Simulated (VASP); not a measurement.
Here is a VASP 6.6.1 calculation.

File INCAR:

```
PREC     = Accurate       # precision mode
ENCUT    = 520            # plane-wave cutoff, eV
EDIFF    = 1E-6           # SCF threshold, eV
ISMEAR   = 0              # smearing method
SIGMA    = 0.1            # smearing width, eV
LREAL    = False          # projectors in reciprocal space
LASPH    = True           # aspherical terms in the spheres
NELM     = 60             # most SCF steps
ALGO     = Fast           # electronic algorithm
ISIF     = 2              # what is computed and relaxed
LWAVE    = False          # write WAVECAR
LCHARG   = True           # write CHGCAR
GGA      = PE             # functional
LELF     = True           # ELF
LVHAR    = True         
NBANDS   = 61             # bands
```

KPOINTS

```
Automatic mesh
0
Gamma
  6 6 1
```

File POSCAR:

```
Si2Sn3
1.0
    3.6591291904     -0.0000000033      0.0000000000
   -1.8295645923      3.1688988363      0.0000000000
    0.0000000000      0.0000000000     20.9445000982
Si Sn
4 6
Direct
    0.3333333333      0.6666666667      0.0258373197
    0.3333333333      0.6666666667      0.4741626803
    0.6666666667      0.3333333333      0.5258373197
    0.6666666667      0.3333333333      0.9741626803
    0.3333333333      0.6666666667      0.2500000000
    0.3333333333      0.6666666667      0.6277575377
    0.3333333333      0.6666666667      0.8722424623
    0.6666666667      0.3333333333      0.1277575377
    0.6666666667      0.3333333333      0.3722424623
    0.6666666667      0.3333333333      0.7500000000
```

Potentials or basis: VASP PAW PBE potentials, release 64 (Si, Sn_d).

Run with:

```bash
$ cat potpaw_PBE.64/Si/POTCAR potpaw_PBE.64/Sn_d/POTCAR > POTCAR
$ mpirun -np 1 vasp_std > vasp.out
```

What does it give for the largest force?

0.039 eV/Å.

Predict the pressure.

0.0 GPa.

Estimate the band gap on the k mesh.

zero (bands 50 and 51 overlap by 4.43 eV).

Stress tensor (GPa, compression positive):
```
 0.14  0.00  0.00
 0.00  0.14  0.00
 0.00  0.00 -0.21
```

Caveat: spin-orbit coupling is left out, which moves the levels of the heavy elements.
